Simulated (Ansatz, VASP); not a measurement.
This is a calculation of Tc for Ansatz 0.2.0.

File input.yaml:

```yaml
crystal:
  lattice:
    - [2.7029684335, 0.0, 0.0]
    - [-1.3514842167, 2.340839329, 0.0]
    - [0.0, 0.0, 4.3385602812]
  atoms:
    - { symbol: Tc, position: [0.6666666667, 0.3333333333, 0.75] }
    - { symbol: Tc, position: [0.3333333333, 0.6666666667, 0.25] }
kpoints:
  mp_grid: { grid: [11, 11, 6] }
scf:
  occupations: { method: fermi_dirac, width: 0.05 }
hamiltonian:
  xc: pbe
  pseudopotentials: { kind: all_electron, lapw: { basis_error: 0.0005 } }
output:
  forces: true
  stress: true
  eigenvalues: true
```

Potentials or basis: all-electron LAPW, scalar-relativistic.

Launch:

```console
$ ansatz run input.yaml --threads 1 --pin off --max-ram 3072MiB --backend cpu --events-out ev --progress --plain --runs-dir out
```

Task: Set up the same calculation for VASP 6.6.1. Potentials there: VASP PAW PBE potentials, release 64 (Tc_pv).

Result: As run (the cutoff follows the program's own potentials):

Contents of INCAR:

```
PREC = Accurate ; ENCUT = 520
EDIFF = 1E-6 ; ISMEAR = -1
SIGMA = 0.05 ; LREAL = False
LASPH = True ; NELM = 100
ALGO = Normal ; ISIF = 2
LWAVE = False ; LCHARG = False
GGA = PE ; NBANDS = 20
```

The input KPOINTS:

```
Automatic mesh
0
Gamma
  11 11 6
```

Contents of POSCAR:

```
Tc
1.0
    2.7029684335      0.0000000000      0.0000000000
   -1.3514842167      2.3408393290      0.0000000000
    0.0000000000      0.0000000000      4.3385602812
Tc
2
Direct
    0.6666666667      0.3333333333      0.7500000000
    0.3333333333      0.6666666667      0.2500000000
```

Potentials or basis: VASP PAW PBE potentials, release 64 (Tc_pv).

Command:

```sh
$ cat potpaw_PBE.64/Tc_pv/POTCAR > POTCAR
$ mpirun -np 1 vasp_std > vasp.out
```

Both were run:

|  | VASP | Ansatz | Ansatz less VASP |
| --- | --- | --- | --- |
| gap on the k mesh at the Fermi level (eV) | none | none | - |
| pressure (GPa) | 16.1 | 16.8 | +0.70 |
| traceless stress, the component that is largest in VASP (GPa) | -0.05 | -0.04 | +0.013 |

A gap of «none» marks a metal or a gap that the smearing closes. Ansatz ran all-electron here, and VASP with PAW potentials.
